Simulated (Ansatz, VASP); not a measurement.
**One calculation of MgS, two programs**

```
Mg S
1.0
     0.00000    2.65268    2.65268
     2.65268    0.00000    2.65268
     2.65268    2.65268    0.00000
Mg S
1 1
Cartesian
  0.0000 0.0000 0.0000
  2.6527 2.6527 2.6527
```

Change from the starting cell: volume scaled by 1.06, PAW files.

Alike in both runs: task electric field gradients; functional PBE; k mesh 8 × 8 × 8; occupations fermi-dirac, width 0.01 eV; no spin polarisation.

|  | VASP | Ansatz |
| --- | --- | --- |
| version | VASP 6.6.1 | Ansatz 0.2.0 |
| potentials or method | VASP PAW PBE potentials, release 64 (Mg, S) | PAW with Ansatz's default frozen-core files, scalar-relativistic |
| plane-wave cutoff (eV) | 520 | 420 |
| valence electrons in the cell | 8 | 16 |

|  | VASP | Ansatz | Ansatz less VASP |
| --- | --- | --- | --- |
| gap on the k mesh at the Fermi level (eV) | 2.65 | 2.66 | +0.017 |
| pressure (GPa) | -3.2 | -2.9 | +0.28 |

VASP's potentials hold 8 valence electrons a cell and Ansatz's 16, so a difference there can come from the potentials and not from the codes.
